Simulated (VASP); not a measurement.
Crystal: Fe.

```xyz
1
Lattice="0.0000 1.9546 1.9781 1.5084 0.0000 1.9781 1.5084 1.9546 0.0000" Properties=species:S:1:pos:R:3 pbc="T T T"
Fe    0.0000    0.0000    0.0000
```

This cell differs from its parent crystal: volume scaled by 1.02.

Base run:

| Item | Value |
| --- | --- |
| Program | VASP 6.6.1 |
| Functional | PBE |
| Potentials or basis | VASP PAW PBE potentials, release 64 (Fe) |
| Cutoff | 520 eV |
| k mesh | 13 × 13 × 13 |
| Occupations | fermi-dirac, width 0.05 eV |
| Spin | collinear spin, ferromagnetic start |
| Starting moments | [3.0] μB |

Its results: pressure -4.0 GPa; net moment 2.25 μB per cell; site moments Fe +2.25 μB.

Question: After a change of settings the same cell gave: pressure -22.2 GPa; net moment 2.15 μB per cell; site moments Fe +2.12 μB. Which change was it?
A. functional from PBE to PBEsol
B. functional from PBE to LDA; potentials or basis from VASP PAW PBE potentials, release 64 (Fe) to VASP PAW LDA potentials, release 64 (Fe)
C. functional from PBE to PBEsol; further incar settings from ALGO = Normal; EDIFF = 1e-06; NBANDS = 14 to ALGO = Fast; EDIFF = 1e-06; NBANDS = 14

Answer: B.
